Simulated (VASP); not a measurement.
# NiO2 (P-3m1) in VASP: a series of runs, part 2 of 2

VASP 6.6.1. Earlier steps stand in the parts before.

### 4 Single point, LDA

This run uses another cell than the first one, of the same volume but with other edges.

Contents of INCAR:

```
ALGO     = Normal         # electronic algorithm
EDIFF    = 1E-6           # SCF threshold, eV
ENCUT    = 700            # plane-wave cutoff, eV
GGA_COMPAT= F            
ISIF     = 2              # what is computed and relaxed
ISMEAR   = 0              # smearing method
LASPH    = T              # aspherical terms in the spheres
LCHARG   = T              # write CHGCAR
LELF     = T              # ELF
LREAL    = F              # projectors in reciprocal space
LVHAR    = T            
LWAVE    = F              # write WAVECAR
NBANDS   = 22             # bands
NELM     = 120            # most SCF steps
PREC     = Accurate       # precision mode
SIGMA    = 0.05           # smearing width, eV
```

Contents of KPOINTS:

```
k-points
0
Gamma
  12 12 6
```

Contents of POSCAR:

```
NiO2
1.0
    2.8940625823      0.0000000000      0.0000000000
   -1.4470312911      2.5063317164      0.0000000000
    0.0000000000      0.0000000000      3.8331858902
Ni O
1 2
Direct
    0.0000000000      0.0000000000      0.5000000000
    0.6666666667      0.3333333333      0.7305104846
    0.3333333333      0.6666666667      0.2694895154
```

Potentials or basis: VASP PAW LDA potentials, release 64 (Ni_sv_GW, O).

Run with:

```bash
cat potpaw_LDA.64/Ni_sv_GW/POTCAR potpaw_LDA.64/O/POTCAR > POTCAR
mpirun -np 1 vasp_std > vasp.out
```

OUTCAR:

```text
EDIFF = 1E-6
   ENCUT = 700
   ISIF = 2
   ISMEAR = 0
   LASPH = T
   LREAL = F
   NELM = 120
   PREC = Accurate

 ion  position               nearest neighbor table
   1  0.000  0.000  0.500-   2 1.89   3 1.89   3 1.89   2 1.89   2 1.89   3 1.89
   2  0.667  0.333  0.731-   1 1.89   1 1.89   1 1.89
   3  0.333  0.667  0.269-   1 1.89   1 1.89   1 1.89

  LATTYP: Found a hexagonal cell.
 ALAT       =     2.8940625823
 C/A-ratio  =     1.3245000000

  Lattice vectors:

 A1 = (   2.8940625823,   0.0000000000,   0.0000000000)
 A2 = (  -1.4470312911,   2.5063317164,   0.0000000000)
 A3 = (   0.0000000000,   0.0000000000,   3.8331858902)

Analysis of symmetry for initial positions (statically):
=====================================================================
 Subroutine PRICEL returns:
 Original cell was already a primitive cell.

 Routine SETGRP: Setting up the symmetry group for a
 hexagonal supercell.

 Subroutine GETGRP returns: Found 12 space group operations
 (whereof 12 operations were pure point group operations)
 out of a pool of 24 trial point group operations.

The static configuration has the point symmetry D_3d.

Analysis of symmetry for dynamics (positions and initial velocities):
=====================================================================
 Subroutine PRICEL returns:
 Original cell was already a primitive cell.

 Routine SETGRP: Setting up the symmetry group for a
 hexagonal supercell.

 Subroutine GETGRP returns: Found 12 space group operations
 (whereof 12 operations were pure point group operations)
 out of a pool of 24 trial point group operations.

The dynamic configuration has the point symmetry D_3d.

 Subroutine INISYM returns: Found 12 space group operations
 (whereof 12 operations are pure point group operations),
[... 112 lines left out ...]
   EFERMI =   0.00;   METHOD = LEGACY
   ISMEAR =     0;   SIGMA  =   0.05  broadening in eV -4-tet -1-fermi 0-gaus
   EFERMI_NEDOS =   21; number of points for ismear=-14 and -15
   IALGO  =     38    algorithm
   IMIX   =      4    mixing-type and parameters
     AMIX     =   0.40;   BMIX     =  1.00
     AMIX_MAG =   1.60;   BMIX_MAG =  1.00
  volume/ion in A,a.u.               =       9.27        62.54
  Fermi-wavevector in a.u.,A,eV,Ry     =   1.679113  3.173063 38.360522  2.819419
  Thomas-Fermi vector in A             =   2.763082
   LORBIT       =      0    0 simple, 1 ext, 2 COOP (PROOUT), +10 PAW based schemes
   GGA     = CA    functional components
   LHFCALC =     F    Hartree Fock is set to
   AEXX    =    0.0000 exact exchange contribution
   IVDW    =     0    specifies the selected vdW correction
   LEPSILON=     F    determine dielectric tensor
   LRPA    =     F    only Hartree local field effects (RPA)
 non-spin polarized calculation
 Gauss-broadening in eV      SIGMA  =   0.05
  energy-cutoff  :      700.00
  volume of cell :       27.80
 maximum number of plane-waves:      1185
 NGX is ok and might be reduce to    28

 number of electron      30.0000019 magnetization

 Free energy of the ion-electron system (eV)
  ---------------------------------------------------
  ext. energy  EPLUGINS =         0.00000000
  ---------------------------------------------------
  free energy    TOTEN  =       -20.94434233 eV

  energy without entropy =      -20.94434233  energy(sigma->0) =      -20.94434233

 E-fermi :   3.7074     XC(G=0): -12.6300

 val. band max:        3.4924791058   @ k =   0.0833   0.0833   0.5000
 cond. band min:       3.9092595806   @ k =   0.3333  -0.0000   0.3333
 fundamental gap:      0.4167804747
 Fermi energy:         3.7073659914

 k-point     1 :       0.0000    0.0000    0.0000
  band No.  band energies     occupation
      1     -99.7158      2.00000
      2     -60.8067      2.00000
      3     -60.8067      2.00000
      4     -60.3921      2.00000
      5     -16.2548      2.00000
      6     -12.9820      2.00000
[... 589 lines left out ...]
     21      20.8629      0.00000
     22      22.2258      0.00000

 [... further k-points ...]

------------------------ aborting loop because EDIFF is reached ----------------------------------------

  FORCE on cell =-STRESS in cart. coord.  units (eV):
  Direction    XX          YY          ZZ          XY          YZ          ZX
  --------------------------------------------------------------------------------------
  -------------------------------------------------------------------------------------
  Total       -3.5962991     -3.5962991     -0.4520184     -0.0000000     -0.0000000     -0.0000000
  in kB     -207.2335336   -207.2335336    -26.0471589     -0.0000000     -0.0000000     -0.0000000
  external PRESSURE =    -146.8380754 kB  Pullay stress =       0.0000000 kB

 VOLUME and BASIS-vectors are now :
 -----------------------------------------------------------------------------
  energy-cutoff  :      700.00
  volume of cell :       27.80
      direct lattice vectors                 reciprocal lattice vectors
     2.894062582  0.000000000  0.000000000     0.345535030  0.199494742  0.000000000
    -1.447031291  2.506331716  0.000000000     0.000000000  0.398989485  0.000000000
     0.000000000  0.000000000  3.833185890     0.000000000  0.000000000  0.260879600

 POSITION                                       TOTAL-FORCE (eV/Angst)
 -----------------------------------------------------------------------------------
      0.00000      0.00000      1.91659        -0.000000      0.000000      0.000000
      1.44703      0.83544      2.80018         0.000000     -0.000000     -0.402102
     -0.00000      1.67089      1.03300        -0.000000      0.000000      0.402102
 -----------------------------------------------------------------------------------
    total drift:                               -0.000000     -0.000000      0.000000

  FREE ENERGIE OF THE ION-ELECTRON SYSTEM (eV)
  ---------------------------------------------------
  free  energy   TOTEN  =       -20.9443423258 eV

  energy  without entropy=      -20.9443423257  energy(sigma->0) =      -20.94434233
```

OSZICAR:

```text
N       E                     dE             d eps       ncg     rms          rms(c)
DAV:   1     0.329104387444E+03    0.32910E+03   -0.22075E+04  7134   0.528E+03
DAV:   2    -0.146873581534E+02   -0.34379E+03   -0.32519E+03  7044   0.109E+03
DAV:   3    -0.351575916066E+02   -0.20470E+02   -0.20255E+02  7014   0.291E+02
DAV:   4    -0.356079111150E+02   -0.45032E+00   -0.44974E+00  6254   0.265E+01
DAV:   5    -0.356205438192E+02   -0.12633E-01   -0.12628E-01  5820   0.392E+00    0.300E+01
DAV:   6    -0.455949143906E+02   -0.99744E+01   -0.29120E+02  6456   0.767E+02    0.386E+01
DAV:   7    -0.209619587134E+02    0.24633E+02   -0.68141E+01  6934   0.661E+02    0.509E+00
DAV:   8    -0.209785634839E+02   -0.16605E-01   -0.32047E+00  6958   0.289E+01    0.249E+00
DAV:   9    -0.209492730836E+02    0.29290E-01   -0.59965E-02  6574   0.708E+00    0.105E+00
DAV:  10    -0.209466874635E+02    0.25856E-02   -0.46515E-02  7828   0.117E+01    0.482E-01
DAV:  11    -0.209458297799E+02    0.85768E-03   -0.30953E-02  7100   0.115E+01    0.398E-01
DAV:  12    -0.209444804939E+02    0.13493E-02   -0.10024E-02  6942   0.657E+00    0.114E-01
DAV:  13    -0.209443480499E+02    0.13244E-03   -0.82722E-04  7158   0.160E+00    0.195E-02
DAV:  14    -0.209443448609E+02    0.31890E-05   -0.25298E-05  6690   0.946E-02    0.157E-02
DAV:  15    -0.209443422982E+02    0.25627E-05   -0.95140E-06  3594   0.199E-01    0.107E-03
DAV:  16    -0.209443423258E+02   -0.27578E-07   -0.77014E-07  3478   0.150E-02
   1 F= -.20944342E+02 E0= -.20944342E+02  d E =-.217169E-10
```

stdout:

```text
POSCAR found type information on POSCAR NiO
 POSCAR found :  2 types and       3 ions
 scaLAPACK will be used
 LDA part: xc-table for (Slater(with rela. corr.)+CA(PZ))
 , standard interpolation
 POSCAR, INCAR and KPOINTS ok, starting setup
 FFT: planning ... GRIDC
 FFT: planning ... GRID_SOFT
 FFT: planning ... GRID
 WAVECAR not read
 entering main loop
```

Run time: 55 s. Hardware: 1 thread of Intel Xeon 6975P-C (Granite Rapids), shared host; peak memory 0.24 GiB.

Results:

| Quantity | Value |
| --- | --- |
| Free energy | -20.9443 eV |
| Pressure | -14.7 GPa |
| Largest force | 0.402 eV/Å |
| Band gap on the k mesh | 0.42 eV (least direct gap 0.76 eV) |

Forces in eV/Å, atoms in the order of the input:
```
Ni   0.000  0.000  0.000
O    0.000  0.000 -0.402
O    0.000  0.000  0.402
```

Stress tensor (GPa, compression positive):
```
-20.72   0.00   0.00
  0.00 -20.72   0.00
  0.00   0.00  -2.60
```

Caveat: the cell differs from its parent crystal (atoms shifted along a free coordinate, c/a of the conventional cell at fixed volume 1.3245); the stress differs along the axes, from -21 to -3 GPa; the run has no spin polarisation, though such a crystal can be magnetic.

### 5 Single point, LDA (9.27 Å³/atom, c/a of the conventional cell at fixed volume 1.7203)

Contents of INCAR:

```
ALGO = Normal ; EDIFF = 1E-6
ENCUT = 700 ; GGA = CA
GGA_COMPAT = F ; ISIF = 2
ISMEAR = 0 ; LASPH = T
LCHARG = T ; LELF = T
LREAL = F ; LVHAR = T
LWAVE = F ; NBANDS = 22
NELM = 120 ; PREC = Accurate
SIGMA = 0.05
```

KPOINTS is that of step 4.

Contents of POSCAR:

```
NiO2
1.0
    2.6525108924      0.0000000000      0.0000000000
   -1.3262554462      2.2971418167      0.0000000000
    0.0000000000      0.0000000000      4.5631144882
Ni O
1 2
Direct
    0.0000000000      0.0000000000      0.5000000000
    0.6666666667      0.3333333333      0.7186230907
    0.3333333333      0.6666666667      0.2813769093
```

Run with:

```bash
cat potpaw_LDA.64/Ni_sv_GW/POTCAR potpaw_LDA.64/O/POTCAR > POTCAR
mpirun -np 1 vasp_std > vasp.out
```

Run time: 81 s. Hardware: 1 thread of Intel Xeon Platinum 8559C (Emerald Rapids), shared host; peak memory 0.23 GiB.

It converged, with:

- Free energy: -20.9289 eV
- Pressure: 9.4 GPa
- Largest force: 0.344 eV/Å
- Band gap on the k mesh: 0.96 eV (least direct gap 1.11 eV)

Forces in eV/Å, atoms in the order of the input:
```
Ni   0.000  0.000  0.000
O    0.000  0.000 -0.344
O    0.000  0.000  0.344
```

Stress tensor (GPa, compression positive):
```
16.92  0.00  0.00
 0.00 16.92  0.00
 0.00  0.00 -5.75
```

Levels at points of the mesh, in eV from the valence-band top:
| k point | band 12 | band 13 | band 14 | band 15 | band 16 | band 17 | band 18 | band 19 |
| --- | --- | --- | --- | --- | --- | --- | --- | --- |
| (0.00, 0.00, 0.00) | -1.00 | -1.00 | -0.98 | -0.75 | 2.32 | 2.32 | 8.42 | 11.68 |
| (0.50, 0.00, 0.00) | -2.70 | -1.91 | -1.75 | -0.94 | 1.86 | 2.27 | 12.59 | 14.33 |
| (0.00, 0.00, 0.50) | -2.41 | -1.05 | -1.05 | -0.20 | 2.38 | 2.38 | 10.49 | 10.82 |
| (0.50, 0.00, 0.50) | -2.03 | -1.93 | -1.75 | -1.04 | 1.90 | 2.15 | 11.73 | 13.53 |

Caveat: the cell differs from its parent crystal (c/a of the conventional cell at fixed volume 1.7203); the stress differs along the axes, from -6 to 17 GPa; the run has no spin polarisation, though such a crystal can be magnetic. A k mesh can miss the band edges.

### 6 Single point, LDA

This run uses another cell than the first one, of the same volume but with other edges.

Contents of INCAR:

```
SYSTEM = NiO2
PREC = Accurate
ENCUT = 700
EDIFF = 1E-6
ISMEAR = 0
SIGMA = 0.05
LREAL = .False.
LASPH = .True.
NELM = 120
ALGO = Normal
ISIF = 2
LWAVE = .False.
LCHARG = .False.
GGA = CA
NBANDS = 22
GGA_COMPAT = .False.
```

Contents of KPOINTS:

```
Automatic mesh
0
Gamma
  12 12 6
  0 0 0
```

Contents of POSCAR:

```
NiO2
1.0
    2.8940625823      0.0000000000      0.0000000000
   -1.4470312911      2.5063317164      0.0000000000
    0.0000000000      0.0000000000      3.8331858902
Ni O
1 2
Direct
    0.0000000000      0.0000000000      0.5000000000
    0.6666666667      0.3333333333      0.7423978784
    0.3333333333      0.6666666667      0.2576021216
```

Potentials or basis: VASP PAW LDA potentials, release 64 (Ni_sv_GW, O).

Run with:

```bash
cat potpaw_LDA.64/Ni_sv_GW/POTCAR potpaw_LDA.64/O/POTCAR > POTCAR
mpirun -np 1 vasp_std > vasp.out
```

It took 2 min on 1 thread of AMD EPYC 7R43 (Zen 3), shared host; peak memory 0.21 GiB.

Results (log left out):

```yaml
Free_energy: -20.8726 eV
Pressure: -20.1 GPa
Largest_force: 1.162 eV/Å
Band_gap_on_the_k_mesh: 0.35 eV (least direct gap 0.71 eV)
```

Forces on the atoms (eV/Å):
```
Ni   0.000  0.000  0.000
O    0.000  0.000 -1.162
O    0.000  0.000  1.162
```

Stress tensor (GPa, compression positive):
```
-25.18   0.00   0.00
  0.00 -25.18   0.00
  0.00   0.00  -9.80
```

Levels at points of the mesh, in eV from the valence-band top:
| k point | band 11 | band 12 | band 13 | band 14 | band 15 | band 16 | band 17 | band 18 | band 19 | band 20 |
| --- | --- | --- | --- | --- | --- | --- | --- | --- | --- | --- |
| (0.00, 0.00, 0.00) | -2.14 | -1.33 | -1.33 | -0.58 | -0.06 | 1.58 | 1.58 | 7.26 | 10.17 | 18.03 |
| (0.50, 0.00, 0.00) | -3.40 | -2.91 | -1.85 | -1.78 | -1.18 | 0.99 | 1.85 | 11.79 | 12.20 | 15.12 |
| (0.00, 0.00, 0.50) | -2.17 | -2.17 | -1.63 | -1.63 | -0.19 | 1.86 | 1.86 | 9.68 | 9.77 | 18.08 |
| (0.50, 0.00, 0.50) | -2.82 | -1.86 | -1.75 | -1.31 | -1.09 | 1.08 | 1.41 | 10.82 | 12.27 | 14.81 |

Caveat: the cell differs from its parent crystal (atoms shifted along a free coordinate, c/a of the conventional cell at fixed volume 1.3245); the stress differs along the axes, from -25 to -10 GPa; the run has no spin polarisation, though such a crystal can be magnetic; forces of over 1 eV/Å act on the atoms, so gaps and moduli don't describe the material at rest. Spin polarisation is off, so any magnetic state and its effect on volume and gap are missing.

### 7 Summary

| cell | gap on the mesh (eV) | pressure (GPa) | largest force (eV/Å) |
| --- | --- | --- | --- |
| a = 2.763, b = 2.763, c = 4.206 Å, angles 90.0, 90.0, 120.0°, 3 atoms, atomic positions A | 0.75 | 20.9 | 2.33 |
| a = 2.804, b = 2.804, c = 4.084 Å, angles 90.0, 90.0, 120.0°, 3 atoms, atomic positions B | 0.64 | -1.9 | 0.23 |
| a = 2.894, b = 2.894, c = 3.833 Å, angles 90.0, 90.0, 120.0°, 3 atoms, atomic positions C | 0.42 | -14.7 | 0.40 |
| a = 2.653, b = 2.653, c = 4.563 Å, angles 90.0, 90.0, 120.0°, 3 atoms, atomic positions B | 0.96 | 9.4 | 0.34 |
| a = 2.894, b = 2.894, c = 3.833 Å, angles 90.0, 90.0, 120.0°, 3 atoms, atomic positions D | 0.35 | -20.1 | 1.16 |

Alike in all rows: task single point; level LDA; potentials or basis VASP PAW LDA potentials, release 64 (Ni_sv_GW, O); no spin polarisation; k mesh 12 × 12 × 6; cutoff (eV) 700; smearing gaussian 0.05 eV.

Caveats: the run has no spin polarisation, though such a crystal can be magnetic; forces of over 1 eV/Å act on the atoms, so gaps and moduli don't describe the material at rest (at least some runs); the cell stands under pressure (at least some runs); the stress differs along the axes, from -4 to 2 GPa (at least some runs); the stress differs along the axes, from -21 to -3 GPa (at least some runs); the stress differs along the axes, from -6 to 17 GPa (at least some runs); the stress differs along the axes, from -25 to -10 GPa (at least some runs).

Absolute energies hang on the potentials; compare differences alone.
